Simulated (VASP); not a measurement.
Wanted: the native input for a VASP 6.6.1 run.

```yaml
Task: single point
Functional: PBE-based global hybrid
Potentials_or_basis: VASP PAW PBE potentials, release 64 (Al, As)
Cutoff: 400 eV
k_mesh: 4 × 4 × 4
Occupations: fermi-dirac, width 0.1 eV
Spin: no spin polarisation
Dipole_correction: no
Grid_for_exact_exchange_PRECFOCK: Normal
Share_of_exact_exchange: 0.05
Further_INCAR_settings: ALGO = Normal; EDIFF = 1e-06; NBANDS = 11
```

The system is AlAs.

```
CELL_PARAMETERS angstrom
0.00000 2.83040 2.83040
2.83040 0.00000 2.83040
2.83040 2.83040 0.00000
ATOMIC_POSITIONS crystal
Al 0.00000 0.00000 0.00000
As 0.25000 0.25000 0.25000
```

One way to write it, as run:

POSCAR

```
AlAs
1.0
    0.0000000000      2.8304000000      2.8304000000
    2.8304000000      0.0000000000      2.8304000000
    2.8304000000      2.8304000000      0.0000000000
Al As
1 1
Direct
    0.0000000000      0.0000000000      0.0000000000
    0.2500000000      0.2500000000      0.2500000000
```

INCAR.step1

```
SYSTEM = AlAs
PREC = Accurate
ENCUT = 400
EDIFF = 1E-5
ISMEAR = -1
SIGMA = 0.1
LREAL = .FALSE.
LASPH = .TRUE.
NELM = 120
ALGO = Normal
ISIF = 2
LWAVE = .TRUE.
LCHARG = .FALSE.
NBANDS = 11
GGA = PE
GGA_COMPAT = .FALSE.
```

INCAR.step2

```
SYSTEM = AlAs
PREC = Accurate
ENCUT = 400
EDIFF = 1E-6
ISMEAR = -1
SIGMA = 0.1
LREAL = .FALSE.
LASPH = .TRUE.
NELM = 120
ALGO = Normal
ISIF = 2
LWAVE = .FALSE.
LCHARG = .FALSE.
GGA = PE
LHFCALC = .TRUE.
AEXX = 0.05
PRECFOCK = Normal
NBANDS = 11
ISTART = 1
GGA_COMPAT = .FALSE.
```

KPOINTS

```
Automatic mesh
0
G
  4 4 4
  0 0 0
```

Potentials or basis: VASP PAW PBE potentials, release 64 (Al, As).

Run with:

```console
$ cat potpaw_PBE.64/Al/POTCAR potpaw_PBE.64/As/POTCAR > POTCAR
$ cp INCAR.step1 INCAR
$ mpirun -np 1 vasp_std > vasp.out
$ cp INCAR.step2 INCAR
$ mpirun -np 1 vasp_std > vasp.out
```

It gave:

The pressure is 2.6 GPa and the band gap on the k mesh is 1.69 eV, indirect (least direct gap 2.38 eV).

Caveat: the k points lie up to 0.48 Å⁻¹ apart; the PAW data sets were made with another functional, which shifts forces and pressure a little.

It took 2.1 min on 1 thread of Intel Xeon 8259CL (shared host), peak memory 0.16 GiB.
